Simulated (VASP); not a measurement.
# Si (Fd-3m) in VASP: a series of runs

The runs below take Si through single point, with PBEsol.

All numbers are computed with VASP 6.6.1; they aren't measurements. Logs are shortened: lines on timing, memory, paths and dates and some standing lists are left out, and cuts for length are marked.

## (1) The cell of the first run

It takes space group Fd-3m (No. 227, cubic). The conventional cell has a = 5.434 Å, b = 5.434 Å, c = 5.434 Å, α = 90.00°, β = 90.00°, γ = 90.00°. Within 3.1 Å of Si (site symmetry -43m) lie 4 Si at 2.35 Å.

## (2) Single point, PBEsol

INCAR

```
  PREC = Accurate
  ENCUT = 520
  EDIFF = 1E-7
  ISMEAR = -1
  SIGMA = 0.02
  LREAL = F
  LASPH = T
  NELM = 80
  ALGO = Normal
  ISIF = 2
  LWAVE = F
  LCHARG = F
  GGA = PS
  NBANDS = 11
```

KPOINTS

```
Automatic mesh
0
Gamma
  11 11 11
```

POSCAR

```
Si
1.0
    0.0000000000      2.7169994313      2.7169994313
    2.7169994313      0.0000000000      2.7169994313
    2.7169994313      2.7169994313      0.0000000000
Si
2
Direct
   -0.1250000000     -0.1250000000     -0.1250000000
    0.1250000000      0.1250000000      0.1250000000
```

Potentials or basis: VASP PAW PBE potentials, release 64 (Si).

Started as:

```sh
cat potpaw_PBE.64/Si/POTCAR > POTCAR
mpirun -np 1 vasp_std > vasp.out
```

OUTCAR:

```text
PREC = Accurate
   ENCUT = 520
   EDIFF = 1E-7
   ISMEAR = -1
   LREAL = F
   LASPH = T
   NELM = 80
   ISIF = 2
   GGA = PS

 ion  position               nearest neighbor table
   1  0.875  0.875  0.875-   2 2.35   2 2.35   2 2.35   2 2.35
   2  0.125  0.125  0.125-   1 2.35   1 2.35   1 2.35   1 2.35

  LATTYP: Found a face centered cubic cell.
 ALAT       =     5.4339988626

  Lattice vectors:

 A1 = (   0.0000000000,   2.7169994313,   2.7169994313)
 A2 = (   2.7169994313,   0.0000000000,   2.7169994313)
 A3 = (   2.7169994313,   2.7169994313,   0.0000000000)

Analysis of symmetry for initial positions (statically):
=====================================================================
 Subroutine PRICEL returns:
 Original cell was already a primitive cell.

 Routine SETGRP: Setting up the symmetry group for a
 face centered cubic supercell.

 Subroutine GETGRP returns: Found 48 space group operations
 (whereof 12 operations were pure point group operations)
 out of a pool of 48 trial point group operations.

The static configuration has the point symmetry D_3d.
 The point group associated with its full space group is O_h .

Analysis of symmetry for dynamics (positions and initial velocities):
=====================================================================
 Subroutine PRICEL returns:
 Original cell was already a primitive cell.

 Routine SETGRP: Setting up the symmetry group for a
 face centered cubic supercell.

 Subroutine GETGRP returns: Found 48 space group operations
 (whereof 12 operations were pure point group operations)
 out of a pool of 48 trial point group operations.

The dynamic configuration has the point symmetry D_3d.
 The point group associated with its full space group is O_h .

 Subroutine INISYM returns: Found 48 space group operations
 (whereof 12 operations are pure point group operations),
 and found     1 'primitive' translations

----------------------------------------------------------------------------------------

                                     Primitive cell

  volume of cell :      40.1142

  direct lattice vectors                    reciprocal lattice vectors
     0.000000000  2.716999431  2.716999431    -0.184026538  0.184026538  0.184026538
     2.716999431  0.000000000  2.716999431     0.184026538 -0.184026538  0.184026538
     2.716999431  2.716999431  0.000000000     0.184026538  0.184026538 -0.184026538

  length of vectors
     3.842417445  3.842417445  3.842417445     0.318743314  0.318743314  0.318743314
[... 89 lines left out ...]
   POTIM  = 0.5000    time-step for ionic-motion
   TEBEG  =    0.0;   TEEND  =   0.0 temperature during run
   PSTRESS=    0.0 pullay stress
   NELECT =       8.0000    total number of electrons
   NUPDOWN=      -1.0000    fix difference up-down
   EMIN   =  10.00;   EMAX   =-10.00  energy-range for DOS
   EFERMI =   0.00;   METHOD = LEGACY
   ISMEAR =    -1;   SIGMA  =   0.02  broadening in eV -4-tet -1-fermi 0-gaus
   EFERMI_NEDOS =   21; number of points for ismear=-14 and -15
   IALGO  =     38    algorithm
   IMIX   =      4    mixing-type and parameters
     AMIX     =   0.40;   BMIX     =  1.00
     AMIX_MAG =   1.60;   BMIX_MAG =  1.00
  volume/ion in A,a.u.               =      20.06       135.35
  Fermi-wavevector in a.u.,A,eV,Ry     =   0.956471  1.807469 12.447118  0.914837
  Thomas-Fermi vector in A             =   2.085402
   LORBIT       =      0    0 simple, 1 ext, 2 COOP (PROOUT), +10 PAW based schemes
   GGA     = PS    functional components
   LHFCALC =     F    Hartree Fock is set to
   AEXX    =    0.0000 exact exchange contribution
   IVDW    =     0    specifies the selected vdW correction
   LEPSILON=     F    determine dielectric tensor
   LRPA    =     F    only Hartree local field effects (RPA)
 non-spin polarized calculation
  energy-cutoff  :      520.00
  volume of cell :       40.11
 maximum number of plane-waves:      1092
 NGX is ok and might be reduce to    30

 number of electron       8.0000000 magnetization

 Free energy of the ion-electron system (eV)
  ---------------------------------------------------
  ext. energy  EPLUGINS =         0.00000000
  ---------------------------------------------------
  free energy    TOTEN  =       -11.49304474 eV

  energy without entropy =      -11.49304472  energy(sigma->0) =      -11.49304473

 E-fermi :   6.0045     XC(G=0):  -9.5466

 val. band max:        5.7715582659   @ k =   0.0000   0.0000   0.0000
 cond. band min:       6.2528868851   @ k =   0.4545   0.4545   0.0000
 fundamental gap:      0.4813286192
 Fermi energy:         6.0045383940

 k-point     1 :       0.0000    0.0000    0.0000
  band No.  band energies     occupation
      1      -6.2062      2.00000
      2       5.7716      1.99998
      3       5.7716      1.99998
      4       5.7716      1.99998
      5       8.2882      0.00000
      6       8.2882      0.00000
      7       8.2882      0.00000
      8       9.0750      0.00000
      9      13.4590      0.00000
     10      13.4590      0.00000
     11      13.4748      0.00000
[... 309 lines left out ...]
 k-point    24 :      -0.1818    0.1818    0.0000
  band No.  band energies     occupation
      1      -5.0795      2.00000
      2       1.6909      2.00000
      3       3.0495      2.00000
      4       5.0837      2.00000
      5       8.7025      0.00000
      6       9.4703      0.00000
      7       9.7510      0.00000
      8      11.3626      0.00000
      9      11.7818      0.00000
     10      15.7234      0.00000
     11      16.2461      0.00000

 [... further k-points ...]

------------------------ aborting loop because EDIFF is reached ----------------------------------------

  FORCE on cell =-STRESS in cart. coord.  units (eV):
  Direction    XX          YY          ZZ          XY          YZ          ZX
  --------------------------------------------------------------------------------------
  -------------------------------------------------------------------------------------
  Total        0.0217040      0.0217040      0.0217040      0.0000000     -0.0000000      0.0000000
  in kB        0.8668646      0.8668646      0.8668646      0.0000000     -0.0000000      0.0000000
  external PRESSURE =       0.8668646 kB  Pullay stress =       0.0000000 kB

 VOLUME and BASIS-vectors are now :
 -----------------------------------------------------------------------------
  energy-cutoff  :      520.00
  volume of cell :       40.11
      direct lattice vectors                 reciprocal lattice vectors
     0.000000000  2.716999431  2.716999431    -0.184026538  0.184026538  0.184026538
     2.716999431  0.000000000  2.716999431     0.184026538 -0.184026538  0.184026538
     2.716999431  2.716999431  0.000000000     0.184026538  0.184026538 -0.184026538

 POSITION                                       TOTAL-FORCE (eV/Angst)
 -----------------------------------------------------------------------------------
      4.75475      4.75475      4.75475         0.000000     -0.000000      0.000000
      0.67925      0.67925      0.67925        -0.000000      0.000000     -0.000000
 -----------------------------------------------------------------------------------
    total drift:                               -0.000000      0.000000      0.000000

  FREE ENERGIE OF THE ION-ELECTRON SYSTEM (eV)
  ---------------------------------------------------
  free  energy   TOTEN  =       -11.4930447437 eV

  energy  without entropy=      -11.4930447230  energy(sigma->0) =      -11.49304473
```

OSZICAR:

```text
N       E                     dE             d eps       ncg     rms          rms(c)
DAV:   1     0.459800635070E+01    0.45980E+01   -0.31544E+03  1232   0.584E+02
DAV:   2    -0.112501018297E+02   -0.15848E+02   -0.15153E+02  1663   0.788E+01
DAV:   3    -0.117117275246E+02   -0.46163E+00   -0.46033E+00  1614   0.117E+01
DAV:   4    -0.117151648379E+02   -0.34373E-02   -0.34370E-02  1443   0.124E+00
DAV:   5    -0.117151989111E+02   -0.34073E-04   -0.34073E-04  1555   0.116E-01    0.496E+00
DAV:   6    -0.115621104099E+02    0.15309E+00   -0.82529E-02  1397   0.115E+00    0.297E+00
DAV:   7    -0.114923831523E+02    0.69727E-01   -0.14708E-01  1394   0.162E+00    0.181E-01
DAV:   8    -0.114929700230E+02   -0.58687E-03   -0.59026E-03  1405   0.427E-01    0.811E-02
DAV:   9    -0.114930338860E+02   -0.63863E-04   -0.94825E-05  1579   0.639E-02    0.561E-02
DAV:  10    -0.114930450009E+02   -0.11115E-04   -0.10697E-05  1443   0.179E-02    0.651E-03
DAV:  11    -0.114930447903E+02    0.21062E-06   -0.65643E-07  1574   0.403E-03    0.245E-03
DAV:  12    -0.114930447437E+02    0.46517E-07   -0.13483E-07  1351   0.220E-03
   1 F= -.11493045E+02 E0= -.11493045E+02  d E =-.207682E-07
```

It took 14 s on 1 thread of Intel Xeon 6975P-C (Granite Rapids), shared host; peak memory 0.16 GiB.

Results:

```yaml
Free_energy: -11.4930 eV
Pressure: 0.1 GPa
Band_gap_on_the_k_mesh: 0.48 eV (least direct gap 2.52 eV)
```

Caveat: the PAW data sets were made with another functional, which shifts forces and pressure a little; an odd mesh through Γ misses points on the zone boundary, where band edges can lie.

## (3) Single point, PBEsol

This run uses another cell than the first one: it holds 4 atoms, not 2.

INCAR

```
SYSTEM = Si
PREC     = Accurate       ! precision mode
ENCUT    = 520            ! plane-wave cutoff, eV
EDIFF    = 1E-6           ! SCF threshold, eV
ISMEAR   = -1             ! smearing method
SIGMA    = 0.02           ! smearing width, eV
LREAL    = .False.        ! projectors in reciprocal space
LASPH    = .True.         ! aspherical terms in the spheres
NELM     = 80             ! most SCF steps
ALGO     = Normal         ! electronic algorithm
ISIF     = 2              ! what is computed and relaxed
LWAVE    = .False.        ! write WAVECAR
LCHARG   = .False.        ! write CHGCAR
GGA      = PS             ! functional
NBANDS   = 16             ! bands
```

KPOINTS

```
regular mesh
0
Gamma
  7 5 7
  0 0 0
```

POSCAR

```
Si
1.0
   -2.7169994313      2.7169994313      0.0000000000
    0.0000000000      0.0000000000      5.4339988627
    2.7169994313      2.7169994313      0.0000000000
Si
4
Direct
    0.5000000000      0.3750000000      0.2500000000
    0.0000000000      0.8750000000      0.7500000000
    0.0000000000      0.1250000000      0.2500000000
    0.5000000000      0.6250000000      0.7500000000
```

Potentials or basis: VASP PAW PBE potentials, release 64 (Si).

Started as:

```sh
cat potpaw_PBE.64/Si/POTCAR > POTCAR
mpirun -np 1 vasp_std > vasp.out
```

OUTCAR:

```text
SYSTEM = Si
   PREC = Accurate
   ENCUT = 520
   EDIFF = 1E-6
   ISMEAR = -1
   LREAL = .False.
   LASPH = .True.
   NELM = 80
   ISIF = 2
   GGA = PS

 ion  position               nearest neighbor table
   1  0.500  0.375  0.250-   3 2.35   4 2.35   4 2.35   3 2.35
   2  0.000  0.875  0.750-   3 2.35   4 2.35   3 2.35   4 2.35
   3  0.000  0.125  0.250-   1 2.35   2 2.35   2 2.35   1 2.35
   4  0.500  0.625  0.750-   1 2.35   2 2.35   1 2.35   2 2.35

  LATTYP: Found a simple tetragonal cell.
 ALAT       =     3.8424174447
 C/A-ratio  =     1.4142135624

  Lattice vectors:

 A1 = (   2.7169994313,  -2.7169994313,   0.0000000000)
 A2 = (   2.7169994313,   2.7169994313,   0.0000000000)
 A3 = (   0.0000000000,   0.0000000000,   5.4339988627)

Analysis of symmetry for initial positions (statically):
=====================================================================
 Subroutine PRICEL returns following result:

  LATTYP: Found a face centered cubic cell.
 ALAT       =     5.4339988627

  Lattice vectors:

 A1 = (   2.7169994313,   0.0000000000,   2.7169994313)
 A2 = (   2.7169994313,   2.7169994313,   0.0000000000)
[... 188 lines left out ...]
 cond. band min:       6.2318192902   @ k =   0.4286   0.0000   0.4286
 fundamental gap:      0.4590572221
 Fermi energy:         5.9968814055

 k-point     1 :       0.0000    0.0000    0.0000
  band No.  band energies     occupation
      1      -6.2054      2.00000
      2      -2.0511      2.00000
      3      -2.0511      2.00000
      4       2.9030      2.00000
      5       2.9030      2.00000
      6       5.7724      1.99997
[... 433 lines left out ...]
      3      -1.1780      2.00000
      4       1.2017      2.00000
      5       1.3974      2.00000
      6       2.9774      2.00000
[... 8 lines left out ...]
     15      11.6207      0.00000
     16      11.9933      0.00000

 [... further k-points ...]

------------------------ aborting loop because EDIFF is reached ----------------------------------------

  FORCE on cell =-STRESS in cart. coord.  units (eV):
  Direction    XX          YY          ZZ          XY          YZ          ZX
  --------------------------------------------------------------------------------------
  -------------------------------------------------------------------------------------
  Total        0.0714592      0.0714592      0.0080045      0.0000000      0.0000000      0.0000000
  in kB        1.4270525      1.4270525      0.1598522      0.0000000      0.0000000      0.0000000
  external PRESSURE =       1.0046524 kB  Pullay stress =       0.0000000 kB

 VOLUME and BASIS-vectors are now :
 -----------------------------------------------------------------------------
  energy-cutoff  :      520.00
  volume of cell :       80.23
      direct lattice vectors                 reciprocal lattice vectors
    -2.716999431  2.716999431  0.000000000    -0.184026538  0.184026538  0.000000000
     0.000000000  0.000000000  5.433998863     0.000000000  0.000000000  0.184026538
     2.716999431  2.716999431  0.000000000     0.184026538  0.184026538  0.000000000

 POSITION                                       TOTAL-FORCE (eV/Angst)
 -----------------------------------------------------------------------------------
     -0.67925      2.03775      2.03775        -0.000000      0.000000      0.000000
      2.03775      2.03775      4.75475         0.000000     -0.000000      0.000000
      0.67925      0.67925      0.67925        -0.000000      0.000000     -0.000000
      0.67925      3.39625      3.39625        -0.000000     -0.000000     -0.000000
 -----------------------------------------------------------------------------------
    total drift:                                0.000000      0.000000     -0.000000

  FREE ENERGIE OF THE ION-ELECTRON SYSTEM (eV)
  ---------------------------------------------------
  free  energy   TOTEN  =       -22.9797384819 eV

  energy  without entropy=      -22.9797383120  energy(sigma->0) =      -22.97973840
```

stdout:

```text
POSCAR found type information on POSCAR Si
 POSCAR found :  1 types and       4 ions
 scaLAPACK will be used
 -----------------------------------------------------------------------------
|                                                                             |
|                                                                             |
|     You enforced a specific xc type in the INCAR file but a different       |
|     I HOPE YOU KNOW WHAT YOU ARE DOING!                                     |
|                                                                             |
 -----------------------------------------------------------------------------

 LDA part: xc-table for (Slater+PW92), standard interpolation
 POSCAR, INCAR and KPOINTS ok, starting setup
 FFT: planning ... GRIDC
 FFT: planning ... GRID_SOFT
 FFT: planning ... GRID
 WAVECAR not read
 entering main loop
```

Run time: 17 s. Hardware: 1 thread of Intel Xeon 6975P-C (Granite Rapids), shared host; peak memory 0.18 GiB.

Results:

| Quantity | Value |
| --- | --- |
| Free energy | -22.9797 eV |
| Pressure | 0.1 GPa |
| Band gap on the k mesh | 0.46 eV |

Caveat: the PAW data sets were made with another functional, which shifts forces and pressure a little; an odd mesh through Γ misses points on the zone boundary, where band edges can lie.
